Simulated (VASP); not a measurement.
# ZnS (krp) (F-43m) in VASP: vibrations by perturbation theory with RPBE

Aim: the vibrations by perturbation theory of ZnS (krp) with RPBE.

All numbers are computed with VASP 6.6.1; they aren't measurements. Logs are shortened: lines on timing, memory, paths and dates and some standing lists are left out, and cuts for length are marked.

**1. The cell of the first run**

The structure is cubic, space group F-43m (No. 216). The conventional cell has a = 5.512 Å, b = 5.512 Å, c = 5.512 Å, α = 90.00°, β = 90.00°, γ = 90.00°. Zn (site symmetry -43m) has 4 S at 2.39 Å within 3.2 Å. S (site symmetry -43m) has 4 Zn at 2.39 Å within 3.2 Å.

**2. Vibrations by perturbation theory, RPBE**

Contents of INCAR:

```
PREC     = Accurate       # precision mode
ENCUT    = 500            # plane-wave cutoff, eV
EDIFF    = 1E-8           # SCF threshold, eV
ISMEAR   = 0              # smearing method
SIGMA    = 0.01           # smearing width, eV
LREAL    = False          # projectors in reciprocal space
LASPH    = True           # aspherical terms in the spheres
NELM     = 120            # most SCF steps
ALGO     = Normal         # electronic algorithm
ISIF     = 2              # what is computed and relaxed
LWAVE    = False          # write WAVECAR
LCHARG   = False          # write CHGCAR
GGA      = RP             # functional
IBRION   = 8              # ionic algorithm
NSW      = 1              # ionic steps
LEPSILON = True           # dielectric tensor by DFPT
GGA_COMPAT= False
```

Contents of KPOINTS:

```
Automatic mesh
0
Gamma
  10 10 10
```

Contents of POSCAR:

```
ZnS
1.0
    0.0000000000      2.7558543743      2.7558543743
    2.7558543743      0.0000000000      2.7558543743
    2.7558543743      2.7558543743      0.0000000000
Zn S
1 1
Direct
    0.0000000000      0.0000000000      0.0000000000
    0.7500000000      0.7500000000      0.7500000000
```

Potentials or basis: VASP PAW PBE potentials, release 64 (Zn, S).

On the command line:

```console
$ cat potpaw_PBE.64/Zn/POTCAR potpaw_PBE.64/S/POTCAR > POTCAR
$ mpirun -np 1 vasp_std > vasp.out
```

OUTCAR:

```text
PREC = Accurate
   ENCUT = 500
   EDIFF = 1E-8
   ISMEAR = 0
   LREAL = False
   LASPH = True
   NELM = 120
   ISIF = 2
   GGA = RP
   IBRION = 8
   NSW = 1
   LEPSILON = True

 ion  position               nearest neighbor table
   1  0.000  0.000  0.000-   2 2.39   2 2.39   2 2.39   2 2.39
   2  0.750  0.750  0.750-   1 2.39   1 2.39   1 2.39   1 2.39

  LATTYP: Found a face centered cubic cell.
 ALAT       =     5.5117087486

  Lattice vectors:

 A1 = (   0.0000000000,   2.7558543743,   2.7558543743)
 A2 = (   2.7558543743,   0.0000000000,   2.7558543743)
 A3 = (   2.7558543743,   2.7558543743,   0.0000000000)

Analysis of symmetry for initial positions (statically):
=====================================================================
 Subroutine PRICEL returns:
 Original cell was already a primitive cell.

 Routine SETGRP: Setting up the symmetry group for a
 face centered cubic supercell.

 Subroutine GETGRP returns: Found 24 space group operations
 (whereof 24 operations were pure point group operations)
 out of a pool of 48 trial point group operations.

The static configuration has the point symmetry T_d .

Analysis of symmetry for dynamics (positions and initial velocities):
=====================================================================
 Subroutine PRICEL returns:
 Original cell was already a primitive cell.

 Routine SETGRP: Setting up the symmetry group for a
 face centered cubic supercell.

 Subroutine GETGRP returns: Found 24 space group operations
 (whereof 24 operations were pure point group operations)
 out of a pool of 48 trial point group operations.

The dynamic configuration has the point symmetry T_d .

 Subroutine INISYM returns: Found 24 space group operations
 (whereof 24 operations are pure point group operations),
 and found     1 'primitive' translations

----------------------------------------------------------------------------------------

                                     Primitive cell

[... 615 lines left out ...]
 ------------------------------------------------------
           5.806265    -0.000000     0.000000
           0.000000     5.806265     0.000000
          -0.000000     0.000000     5.806265
 ------------------------------------------------------

 PIEZOELECTRIC TENSOR (including local field effects)  for field in x, y, z        (e  Angst)
          XX          YY          ZZ          XY          YZ          ZX
  --------------------------------------------------------------------------------
  x     0.00000    -0.00000    -0.00000    -0.00000     1.81440    -0.00000
  y     0.00000    -0.00000     0.00000     0.00000    -0.00000     1.81440
  z    -0.00000    -0.00000    -0.00000     1.81440     0.00000    -0.00000

 PIEZOELECTRIC TENSOR (including local field effects)  for field in x, y, z        (C/m^2)
          XX          YY          ZZ          XY          YZ          ZX
  --------------------------------------------------------------------------------
  x     0.00000    -0.00000    -0.00000    -0.00000     0.69446    -0.00000
  y     0.00000    -0.00000     0.00000     0.00000    -0.00000     0.69446
  z    -0.00000    -0.00000    -0.00000     0.69446     0.00000    -0.00000

 BORN EFFECTIVE CHARGES (including local field effects) (in |e|, cummulative output)
 ---------------------------------------------------------------------------------
 ion    1
    1     2.08552    -0.00000    -0.00000
    2     0.00000     2.08552    -0.00000
    3     0.00000     0.00000     2.08552
 ion    2
    1    -2.08552     0.00000     0.00000
    2    -0.00000    -2.08552     0.00000
    3    -0.00000    -0.00000    -2.08552

 INTERNAL STRAIN TENSOR FOR ION    2 for displacements in x,y,z  (eV/Angst):
          X           Y           Z          XY          YZ          ZX
  --------------------------------------------------------------------------------
  x    -0.00000     0.00000     0.00000     0.00000     3.90339     0.00000
  y    -0.00000     0.00000    -0.00000     0.00000     0.00000     3.90339
  z     0.00000     0.00000    -0.00000     3.90339     0.00000     0.00000

 SECOND DERIVATIVES (NOT SYMMETRIZED)
 ------------------------------------
               1X          1Y          1Z          2X          2Y          2Z
  1X    -4.876208    0.000000    0.000000    4.876208    0.000000    0.000000
  1Y     0.000000   -4.876208    0.000000    0.000000    4.876208    0.000000
  1Z     0.000000    0.000000   -4.876208    0.000000    0.000000    4.876208
  2X     4.806032    0.000000    0.000000   -4.806032    0.000000    0.000000
  2Y     0.000000    4.806032    0.000000    0.000000   -4.806032    0.000000
  2Z     0.000000    0.000000    4.806032    0.000000    0.000000   -4.806032

 Eigenvectors and eigenvalues of the dynamical matrix
 ----------------------------------------------------

   1 f  =    7.406510 THz    46.536472 2PiTHz  247.054568 cm-1    30.630849 meV
             X         Y         Z           dx          dy          dz
      0.000000  0.000000  0.000000     0.000000    0.576405    0.000000
      4.133782  4.133782  4.133782     0.000000   -0.817164    0.000000
[... 21 lines left out ...]
   6 f/i=    0.025285 THz     0.158872 2PiTHz    0.843428 cm-1     0.104572 meV
             X         Y         Z           dx          dy          dz
      0.000000  0.000000  0.000000     0.000000    0.000000    0.817164
      4.133782  4.133782  4.133782     0.000000    0.000000    0.576405

--------------------------------------------------------------------------------------------------------

 MACROSCOPIC STATIC DIELECTRIC TENSOR IONIC CONTRIBUTION
 ------------------------------------------------------
           3.883626     0.000000    -0.000000
           0.000000     3.883626     0.000000
          -0.000000     0.000000     3.883626
 ------------------------------------------------------

 ELASTIC MODULI CONTR FROM IONIC RELAXATION (kBar)
 Direction    XX          YY          ZZ          XY          YZ          ZX
 --------------------------------------------------------------------------------
 XX          -0.0000     -0.0000      0.0000     -0.0000      0.0000     -0.0000
 YY          -0.0000     -0.0000     -0.0000     -0.0000     -0.0000     -0.0000
 ZZ           0.0000     -0.0000     -0.0000      0.0000     -0.0000     -0.0000
 XY          -0.0000     -0.0000      0.0000   -120.2120      0.0000      0.0000
 YZ           0.0000     -0.0000     -0.0000      0.0000   -120.2120      0.0000
 ZX          -0.0000     -0.0000     -0.0000      0.0000      0.0000   -120.2120
 --------------------------------------------------------------------------------

 PIEZOELECTRIC TENSOR IONIC CONTR  for field in x, y, z        (C/m^2)
          XX          YY          ZZ          XY          YZ          ZX
  --------------------------------------------------------------------------------
  x     0.00000    -0.00000    -0.00000     0.00000    -0.64293     0.00000
  y    -0.00000    -0.00000    -0.00000     0.00000    -0.00000    -0.64293
  z    -0.00000    -0.00000     0.00000    -0.64293    -0.00000    -0.00000
```

OSZICAR:

```text
N       E                     dE             d eps       ncg     rms          rms(c)
DAV:   1     0.892192547718E+02    0.89219E+02   -0.91024E+03  1222   0.158E+03
DAV:   2    -0.239139797308E+00   -0.89458E+02   -0.84687E+02  1322   0.279E+02
DAV:   3    -0.653648146830E+01   -0.62973E+01   -0.62672E+01  1502   0.743E+01
DAV:   4    -0.662006544795E+01   -0.83584E-01   -0.83550E-01  1407   0.910E+00
[... 180 lines left out ...]
RMM:   8    -0.105801993263E+00    0.37884E-05    0.57816E-08  7965   0.778E-04    0.167E-04
RMM:   9    -0.105801071725E+00    0.92154E-06    0.13096E-08  7312   0.407E-04    0.131E-04
RMM:  10    -0.105801906152E+00   -0.83443E-06    0.29531E-09  7526   0.140E-04    0.248E-05
RMM:  11    -0.105802108321E+00   -0.20217E-06    0.13438E-09  7983   0.606E-05    0.102E-05
RMM:  12    -0.105802112873E+00   -0.45516E-08    0.90214E-09  8104   0.201E-05    0.194E-06
 Linear response finished
```

It took 7.8 min on 1 thread of Intel Xeon 6975P-C, shared host; peak memory 0.36 GiB.

Results:

- Electronic dielectric tensor (diagonal): 5.81
- Born charges (mean of the diagonal): Zn +2.09; S -2.09 e
- Highest phonon frequency at Γ, LO-TO splitting left out: 247 cm⁻¹

Phonon frequencies in cm⁻¹ (negative: imaginary):
```
              q point           frequencies
(0.000, 0.000, 0.000)  -1 -1 -1 247 247 247
```

Electronic dielectric tensor:
```
5.81 0.00 0.00
0.00 5.81 0.00
0.00 0.00 5.81
```

Born effective charge tensors (e):
atom 1, Zn
```
2.09 0.00 0.00
0.00 2.09 0.00
0.00 0.00 2.09
```
atom 2, S
```
-2.09  0.00  0.00
 0.00 -2.09  0.00
 0.00  0.00 -2.09
```
